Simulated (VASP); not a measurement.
# Pt (P6_3/mmc) in VASP: notebook, part 2 of 2

VASP 6.6.1. Earlier steps stand in the parts before.

## 3. Single point, PBEsol

This run uses another cell than the first one, of 15.08 Å³/atom.

Input file INCAR:

```
SYSTEM = Pt
PREC = Accurate ; ENCUT = 520
EDIFF = 1E-6 ; ISMEAR = 0
SIGMA = 0.1 ; LREAL = .False.
LASPH = .True. ; NELM = 60
ALGO = Normal ; ISIF = 2
LWAVE = .False. ; LCHARG = .False.
GGA = PS ; NBANDS = 28
```

Input file KPOINTS:

```
regular mesh
0
Gamma
  9 9 2
  0 0 0
```

Input file POSCAR:

```
Pt
1.0
    2.7523282180      0.0000000000      0.0000000000
   -1.3761641090      2.3835861563      0.0000000000
    0.0000000000      0.0000000000      9.1919490243
Pt
4
Direct
    0.0000000000      0.0000000000      0.0000000000
    0.0000000000      0.0000000000      0.5000000000
    0.3333333333      0.6666666667      0.7500000000
    0.6666666667      0.3333333333      0.2500000000
```

Potentials or basis: VASP PAW PBE potentials, release 64 (Pt).

Started as:

```bash
$ cat potpaw_PBE.64/Pt/POTCAR > POTCAR
$ mpirun -np 1 vasp_std > vasp.out
```

OUTCAR:

```text
SYSTEM = Pt
   PREC = Accurate
   ENCUT = 520
   EDIFF = 1E-6
   ISMEAR = 0
   LREAL = .False.
   LASPH = .True.
   NELM = 60
   ISIF = 2
   GGA = PS

 ion  position               nearest neighbor table
   1  0.000  0.000  0.000-   3 2.79   4 2.79   3 2.79   4 2.79   4 2.79   3 2.79
   2  0.000  0.000  0.500-   3 2.79   4 2.79   3 2.79   4 2.79   4 2.79   3 2.79
   3  0.333  0.667  0.750-   1 2.79   2 2.79   1 2.79   2 2.79   1 2.79   2 2.79
   4  0.667  0.333  0.250-   1 2.79   2 2.79   1 2.79   2 2.79   1 2.79   2 2.79

  LATTYP: Found a hexagonal cell.
 ALAT       =     2.7523282180
 C/A-ratio  =     3.3396994458

  Lattice vectors:

 A1 = (   2.7523282180,   0.0000000000,   0.0000000000)
 A2 = (  -1.3761641090,   2.3835861563,   0.0000000000)
 A3 = (   0.0000000000,   0.0000000000,   9.1919490243)

Analysis of symmetry for initial positions (statically):
=====================================================================
 Subroutine PRICEL returns:
 Original cell was already a primitive cell.

 Routine SETGRP: Setting up the symmetry group for a
 hexagonal supercell.

 Subroutine GETGRP returns: Found 24 space group operations
 (whereof 12 operations were pure point group operations)
 out of a pool of 24 trial point group operations.

The static configuration has the point symmetry D_3d.
 The point group associated with its full space group is D_6h.

Analysis of symmetry for dynamics (positions and initial velocities):
=====================================================================
 Subroutine PRICEL returns:
 Original cell was already a primitive cell.

 Routine SETGRP: Setting up the symmetry group for a
 hexagonal supercell.

 Subroutine GETGRP returns: Found 24 space group operations
[... 121 lines left out ...]
   EFERMI =   0.00;   METHOD = LEGACY
   ISMEAR =     0;   SIGMA  =   0.10  broadening in eV -4-tet -1-fermi 0-gaus
   EFERMI_NEDOS =   21; number of points for ismear=-14 and -15
   IALGO  =     38    algorithm
   IMIX   =      4    mixing-type and parameters
     AMIX     =   0.40;   BMIX     =  1.00
     AMIX_MAG =   1.60;   BMIX_MAG =  1.00
  volume/ion in A,a.u.               =      15.08       101.74
  Fermi-wavevector in a.u.,A,eV,Ry     =   1.427738  2.698034 27.734613  2.038437
  Thomas-Fermi vector in A             =   2.547875
   LORBIT       =      0    0 simple, 1 ext, 2 COOP (PROOUT), +10 PAW based schemes
   GGA     = PS    functional components
   LHFCALC =     F    Hartree Fock is set to
   AEXX    =    0.0000 exact exchange contribution
   IVDW    =     0    specifies the selected vdW correction
   LEPSILON=     F    determine dielectric tensor
   LRPA    =     F    only Hartree local field effects (RPA)
 non-spin polarized calculation
 Gauss-broadening in eV      SIGMA  =   0.10
  energy-cutoff  :      520.00
  volume of cell :       60.30
 maximum number of plane-waves:      1644
   NGX = 11   NGY = 11   NGZ = 35

 number of electron      40.0000006 magnetization

 Free energy of the ion-electron system (eV)
  ---------------------------------------------------
  ext. energy  EPLUGINS =         0.00000000
  ---------------------------------------------------
  free energy    TOTEN  =       -27.75635990 eV

  energy without entropy =      -27.71100708  energy(sigma->0) =      -27.73368349

 E-fermi :  11.1585     XC(G=0): -13.6288

 val. band max:       11.1482736346   @ k =   0.2222   0.0000   0.0000
 cond. band min:      11.1708043145   @ k =   0.2222   0.1111   0.0000
 fundamental gap:      0.0225306799
 Fermi energy:        11.1585192942

 k-point     1 :       0.0000    0.0000    0.0000
  band No.  band energies     occupation
      1       0.8023      2.00000
      2       2.7652      2.00000
      3       2.7658      2.00000
      4       3.6582      2.00000
      5       6.8556      2.00000
      6       6.9120      2.00000
[... 733 lines left out ...]
     27      20.5782      0.00000
     28      20.5782      0.00000

------------------------ aborting loop because EDIFF is reached ----------------------------------------

  FORCE on cell =-STRESS in cart. coord.  units (eV):
  Direction    XX          YY          ZZ          XY          YZ          ZX
  --------------------------------------------------------------------------------------
  -------------------------------------------------------------------------------------
  Total       -0.1432494     -0.1432494     -0.1797174     -0.0000000     -0.0000000      0.0000000
  in kB       -3.8059652     -3.8059652     -4.7748760     -0.0000000     -0.0000000      0.0000000
  external PRESSURE =      -4.1289355 kB  Pullay stress =       0.0000000 kB

 VOLUME and BASIS-vectors are now :
 -----------------------------------------------------------------------------
  energy-cutoff  :      520.00
  volume of cell :       60.30
      direct lattice vectors                 reciprocal lattice vectors
     2.752328218  0.000000000  0.000000000     0.363328761  0.209767958  0.000000000
    -1.376164109  2.383586156  0.000000000     0.000000000  0.419535915  0.000000000
     0.000000000  0.000000000  9.191949024     0.000000000  0.000000000  0.108790856

 POSITION                                       TOTAL-FORCE (eV/Angst)
 -----------------------------------------------------------------------------------
      0.00000      0.00000      0.00000        -0.000000      0.000000      0.000000
      0.00000      0.00000      4.59597        -0.000000      0.000000      0.000000
     -0.00000      1.58906      6.89396         0.000000     -0.000000      0.000000
      1.37616      0.79453      2.29799        -0.000000      0.000000     -0.000000
 -----------------------------------------------------------------------------------
    total drift:                                0.000000     -0.000000      0.000000

  FREE ENERGIE OF THE ION-ELECTRON SYSTEM (eV)
  ---------------------------------------------------
  free  energy   TOTEN  =       -27.7563598960 eV

  energy  without entropy=      -27.7110070752  energy(sigma->0) =      -27.73368349
```

OSZICAR:

```text
N       E                     dE             d eps       ncg     rms          rms(c)
DAV:   1     0.246853672396E+03    0.24685E+03   -0.20542E+04  1344   0.138E+03
DAV:   2    -0.220914978424E+02   -0.26895E+03   -0.25783E+03  1496   0.311E+02
DAV:   3    -0.295046521999E+02   -0.74132E+01   -0.72389E+01  1536   0.496E+01
DAV:   4    -0.295659552889E+02   -0.61303E-01   -0.61229E-01  1488   0.456E+00
DAV:   5    -0.295665559657E+02   -0.60068E-03   -0.60065E-03  1480   0.494E-01    0.268E+01
DAV:   6    -0.279474107411E+02    0.16191E+01   -0.30703E+00  1440   0.121E+01    0.137E+01
DAV:   7    -0.278072586694E+02    0.14015E+00   -0.84423E-01  1500   0.612E+00    0.432E+00
DAV:   8    -0.278766460081E+02   -0.69387E-01   -0.13551E+00  1408   0.705E+00    0.436E+00
DAV:   9    -0.277578627844E+02    0.11878E+00   -0.49621E-01  1396   0.465E+00    0.117E+00
DAV:  10    -0.277567070835E+02    0.11557E-02   -0.67745E-03  1444   0.543E-01    0.437E-01
DAV:  11    -0.277564747953E+02    0.23229E-03   -0.31646E-04  1444   0.114E-01    0.274E-01
DAV:  12    -0.277563611479E+02    0.11365E-03   -0.23030E-04  1444   0.102E-01    0.237E-02
DAV:  13    -0.277563589681E+02    0.21799E-05   -0.84813E-06  1404   0.208E-02    0.131E-02
DAV:  14    -0.277563600411E+02   -0.10731E-05   -0.25792E-06   940   0.106E-02    0.329E-03
DAV:  15    -0.277563598960E+02    0.14513E-06   -0.13542E-07   720   0.264E-03
   1 F= -.27756360E+02 E0= -.27733683E+02  d E =-.453528E-01
```

stdout:

```text
POSCAR found type information on POSCAR Pt
 POSCAR found :  1 types and       4 ions
 scaLAPACK will be used
 -----------------------------------------------------------------------------
|                                                                             |
|                                                                             |
|     You enforced a specific xc type in the INCAR file but a different       |
|     I HOPE YOU KNOW WHAT YOU ARE DOING!                                     |
|                                                                             |
 -----------------------------------------------------------------------------

 LDA part: xc-table for (Slater+PW92), standard interpolation
 POSCAR, INCAR and KPOINTS ok, starting setup
 FFT: planning ... GRIDC
 FFT: planning ... GRID_SOFT
 FFT: planning ... GRID
 WAVECAR not read
 entering main loop
```

Run time: 45 s. Hardware: 1 thread of Intel Xeon Platinum 8488C (Sapphire Rapids), shared host; peak memory 0.18 GiB.

What came out:

```yaml
Free_energy: -27.7564 eV
Pressure: -0.4 GPa
Band_gap_on_the_k_mesh: zero (bands 20 and 21 overlap by 1.29 eV)
```

Caveat: the PAW data sets were made with another functional, which shifts forces and pressure a little; spin-orbit coupling is left out, which moves the levels of the heavy elements.

## 4. Single point, PBEsol

This run uses another cell than the first one, of 16.92 Å³/atom.

Input file INCAR:

```
SYSTEM = Pt
PREC = Accurate ; ENCUT = 520
EDIFF = 1E-7 ; ISMEAR = 0
SIGMA = 0.1 ; LREAL = .FALSE.
LASPH = .TRUE. ; NELM = 60
ALGO = Normal ; ISIF = 2
LWAVE = .FALSE. ; LCHARG = .FALSE.
GGA = PS ; NBANDS = 28
```

Input file KPOINTS:

```
regular mesh
0
G
  9 9 2
  0 0 0
```

Input file POSCAR:

```
Pt
1.0
    2.8937719050      0.0000000000      0.0000000000
   -1.4468859525      2.5060799825      0.0000000000
    0.0000000000      0.0000000000      9.3329855456
Pt
4
Direct
    0.0000000000      0.0000000000      0.0000000000
    0.0000000000      0.0000000000      0.5000000000
    0.3333333333      0.6666666667      0.7500000000
    0.6666666667      0.3333333333      0.2500000000
```

Started as:

```bash
$ cat potpaw_PBE.64/Pt/POTCAR > POTCAR
$ mpirun -np 1 vasp_std > vasp.out
```

Wall time 48 s (1 thread of Intel Xeon Platinum 8488C (Sapphire Rapids), shared host); peak memory 0.2 GiB.

It converged, with:

- Free energy: -27.0963 eV
- Pressure: -24.3 GPa
- Band gap on the k mesh: zero (bands 20 and 21 overlap by 1.05 eV)

Stress tensor (GPa, compression positive):
```
-25.47   0.00   0.00
  0.00 -25.47   0.00
  0.00   0.00 -22.08
```

Levels at points of the mesh, in eV from the Fermi level:
```
           k point  band 16  band 17  band 18  band 19  band 20  band 21  band 22  band 23  band 24  band 25
(0.00, 0.00, 0.00)    -1.77    -1.77    -1.27    -1.27    -0.78    -0.78    -0.09    -0.09    -0.02     5.08
(0.00, 0.00, 0.50)    -1.99    -1.50    -1.50    -1.50    -1.50    -0.41    -0.41    -0.41    -0.41     8.10
```

Caveat: the cell stands under tension; the PAW data sets were made with another functional, which shifts forces and pressure a little; spin-orbit coupling is left out, which moves the levels of the heavy elements.

## 5. Relaxation of cell and atoms, PBEsol

This run uses another cell than the first one, of 16.92 Å³/atom.

Input file INCAR:

```
SYSTEM = Pt
PREC = Accurate ; ENCUT = 600
EDIFF = 1E-7 ; ISMEAR = 0
SIGMA = 0.1 ; LREAL = .FALSE.
LASPH = .TRUE. ; NELM = 100
ALGO = Normal ; ISIF = 3
LWAVE = .FALSE. ; LCHARG = .FALSE.
GGA = PS ; IBRION = 2
NSW = 90 ; EDIFFG = -0.04
```

Input file KPOINTS:

```
regular mesh
0
G
  6 6 2
  0 0 0
```

POSCAR is that of step 4.

Started as:

```bash
$ cat potpaw_PBE.64/Pt/POTCAR > POTCAR
$ mpirun -np 1 vasp_std > vasp.out
```

It took 4 min on 1 thread of Intel Xeon Platinum 8488C (Sapphire Rapids), shared host; peak memory 0.22 GiB.

It converged, with:

| Property | Result |
| --- | --- |
| Free energy | -27.9581 eV |
| Relaxed volume | 15.01 Å³/atom |
| Relaxed cell | a = 2.740 Å, b = 2.740 Å, c = 9.236 Å, α = 90.00°, β = 90.00°, γ = 120.00° |
| Space group after relaxing (to 0.1 Å) | P6_3/mmc (No. 194) |
| Pressure after relaxing | 0.0 GPa |

Final structure:
```
Pt
1.0
     2.73983    0.00000    0.00000
    -1.36991    2.37276    0.00000
     0.00000    0.00000    9.23609
Pt
4
Direct
  0.00000 0.00000 0.00000
  0.00000 0.00000 0.50000
  0.33333 0.66667 0.75000
  0.66667 0.33333 0.25000
```

Levels at points of the mesh, in eV from the Fermi level:
| k point | band 19 | band 20 | band 21 | band 22 | band 23 | band 24 |
| --- | --- | --- | --- | --- | --- | --- |
| (0.00, 0.00, 0.00) | -1.38 | -0.97 | -0.97 | -0.89 | -0.18 | -0.18 |
| (0.50, 0.00, 0.00) | 0.30 | 0.32 | 0.40 | 0.85 | 3.08 | 3.38 |
| (0.00, 0.00, 0.50) | -1.73 | -1.73 | -0.51 | -0.51 | -0.51 | -0.51 |
| (0.50, 0.00, 0.50) | 0.37 | 0.37 | 1.90 | 1.90 | 2.92 | 2.92 |

Caveat: the k points lie up to 0.44 Å⁻¹ apart in the final cell; the highest band is partly filled, so the run has too few bands; the PAW data sets were made with another functional, which shifts forces and pressure a little; spin-orbit coupling is left out, which moves the levels of the heavy elements.

## 6. Relaxation of cell and atoms, PBEsol

Input file INCAR:

```
SYSTEM = Pt
PREC     = Accurate       ! precision mode
ENCUT    = 600            ! plane-wave cutoff, eV
EDIFF    = 1E-7           ! SCF threshold, eV
ISMEAR   = 0              ! smearing method
SIGMA    = 0.1            ! smearing width, eV
LREAL    = .False.        ! projectors in reciprocal space
LASPH    = .True.         ! aspherical terms in the spheres
NELM     = 80             ! most SCF steps
ALGO     = Normal         ! electronic algorithm
ISIF     = 3              ! what is computed and relaxed
LWAVE    = .False.        ! write WAVECAR
LCHARG   = .False.        ! write CHGCAR
GGA      = PS             ! functional
IBRION   = 2              ! ionic algorithm
NSW      = 90             ! ionic steps
EDIFFG   = -0.04          ! ionic threshold
```

Input file KPOINTS:

```
Automatic mesh
0
Gamma
  9 9 2
  0 0 0
```

Input file POSCAR:

```
Pt
1.0
    2.7395053003      0.0000000000      0.0000000000
   -1.3697526502      2.3724811839      0.0000000000
    0.0000000000      0.0000000000      9.2463984083
Pt
4
Direct
    0.0000000000      0.0000000000      0.0000000000
    0.0000000000      0.0000000000      0.5000000000
    0.3333333333      0.6666666667      0.7500000000
    0.6666666667      0.3333333333      0.2500000000
```

Potentials or basis: VASP PAW PBE potentials, release 64 (Pt).

Started as:

```bash
$ cat potpaw_PBE.64/Pt/POTCAR > POTCAR
$ mpirun -np 1 vasp_std > vasp.out
```

Run time: 1.8 min. Hardware: 1 thread of Intel Xeon Platinum 8488C (Sapphire Rapids), shared host; peak memory 0.21 GiB.

It converged, with:

| Quantity | Value |
| --- | --- |
| Free energy | -27.7563 eV |
| Relaxed volume | 15.07 Å³/atom |
| Relaxed cell | a = 2.750 Å, b = 2.750 Å, c = 9.204 Å, α = 90.00°, β = 90.00°, γ = 120.00° |
| Space group after relaxing (to 0.1 Å) | P6_3/mmc (No. 194) |
| Energy gained by relaxing | 0.5 meV/atom |
| Ionic steps | 4 |
| Pressure after relaxing | -0.1 GPa |

Stress tensor (GPa, compression positive):
```
 0.00  0.00  0.00
 0.00  0.00  0.00
 0.00  0.00 -0.36
```

The path:
```
step  energy change (eV)  largest force (eV/Å)  pressure (GPa)  volume (Å³)
   1              0.0000                0.0000            0.77        60.10
   2              0.0016                0.0000           -2.23        60.72
   3             -0.0009                0.0000           -0.38        60.33
   4             -0.0021                0.0000           -0.12        60.26
```

Final structure:
```
Pt
1.0
     2.74957    0.00000    0.00000
    -1.37478    2.38120    0.00000
     0.00000    0.00000    9.20440
Pt
4
Direct
  0.00000 0.00000 0.00000
  0.00000 0.00000 0.50000
  0.33333 0.66667 0.75000
  0.66667 0.33333 0.25000
```

Levels at points of the mesh, in eV from the Fermi level:
```
           k point  band 16  band 17  band 18  band 19  band 20  band 21  band 22  band 23  band 24
(0.00, 0.00, 0.00)    -2.02    -2.02    -1.41    -1.41    -0.96    -0.96    -0.81    -0.17    -0.17
(0.00, 0.00, 0.50)    -2.71    -1.74    -1.74    -1.74    -1.74    -0.51    -0.51    -0.51    -0.51
```

Caveat: the highest band is partly filled, so the run has too few bands; the PAW data sets were made with another functional, which shifts forces and pressure a little; spin-orbit coupling is left out, which moves the levels of the heavy elements.

## 7. Single point, PBEsol

This run uses another cell than the first one, of 15.08 Å³/atom.

Input file INCAR:

```
PREC = Accurate
ENCUT = 520
EDIFF = 1E-6
ISMEAR = 0
SIGMA = 0.1
LREAL = F
LASPH = T
NELM = 80
ALGO = Fast
ISIF = 2
LWAVE = F
LCHARG = F
GGA = PS
NBANDS = 28
```

Input file KPOINTS:

```
regular mesh
0
Gamma
  21 21 6
```

Input file POSCAR:

```
Pt
1.0
    2.7496864418      0.0000000000      0.0000000000
   -1.3748432209      2.3812983111      0.0000000000
    0.0000000000      0.0000000000      9.2094006793
Pt
4
Direct
    0.0000000000      0.0000000000      0.0000000000
    0.0000000000      0.0000000000      0.5000000000
    0.3333333333      0.6666666667      0.7500000000
    0.6666666667      0.3333333333      0.2500000000
```

Started as:

```bash
$ cat potpaw_PBE.64/Pt/POTCAR > POTCAR
$ mpirun -np 1 vasp_std > vasp.out
```

Wall time 3.2 min (1 thread of Intel Xeon Platinum 8488C (Sapphire Rapids), shared host); peak memory 0.34 GiB.

It converged, with:

* Free energy: -27.7399 eV
* Pressure: -0.4 GPa
* Band gap on the k mesh: zero (bands 20 and 21 overlap by 1.34 eV)

Stress tensor (GPa, compression positive):
```
-0.35  0.00  0.00
 0.00 -0.35  0.00
 0.00  0.00 -0.44
```

Levels at points of the mesh, in eV from the Fermi level:
```csv
k point,band 17,band 18,band 19,band 20,band 21,band 22,band 23,band 24
"(0.00, 0.00, 0.00)",-1.97,-1.36,-1.36,-0.91,-0.91,-0.76,-0.12,-0.12
"(0.00, 0.00, 0.50)",-1.69,-1.69,-1.69,-1.69,-0.46,-0.46,-0.46,-0.46
```

Caveat: the PAW data sets were made with another functional, which shifts forces and pressure a little; spin-orbit coupling is left out, which moves the levels of the heavy elements.

## 8. Summary

```csv
task,cell,k mesh,cutoff (eV),gap on the mesh (eV),pressure (GPa),relaxed volume (Å³/atom)
single point,"a = 2.740, b = 2.740, c = 9.246 Å, angles 90.0, 90.0, 120.0°, 4 atoms",6 × 6 × 2,520,none,-0.3,-
single point,"a = 2.752, b = 2.752, c = 9.192 Å, angles 90.0, 90.0, 120.0°, 4 atoms",9 × 9 × 2,520,none,-0.4,-
single point,"a = 2.894, b = 2.894, c = 9.333 Å, angles 90.0, 90.0, 120.0°, 4 atoms",9 × 9 × 2,520,none,-24.3,-
relaxation of cell and atoms,"relaxed from a = 2.894, b = 2.894, c = 9.333 Å, angles 90.0, 90.0, 120.0°, 4 atoms",6 × 6 × 2,600,-,0.0,15.01
relaxation of cell and atoms,"relaxed from a = 2.740, b = 2.740, c = 9.246 Å, angles 90.0, 90.0, 120.0°, 4 atoms",9 × 9 × 2,600,-,-0.1,15.07
single point,"a = 2.750, b = 2.750, c = 9.209 Å, angles 90.0, 90.0, 120.0°, 4 atoms",21 × 21 × 6,520,none,-0.4,-
```

Alike in all rows: level PBEsol; potentials or basis VASP PAW PBE potentials, release 64 (Pt); no spin polarisation; smearing gaussian 0.1 eV.

Caveats: some runs use coarse meshes; the PAW data sets were made with another functional, which shifts forces and pressure a little; spin-orbit coupling is left out, which moves the levels of the heavy elements; the highest band is partly filled, so the run has too few bands (at least some runs); the cell stands under tension (at least some runs).

Total energies depend on the potentials used, so only differences within one code and one set of settings carry meaning.

The gap in the log of VASP goes by the Fermi energy; the results here count the filled bands.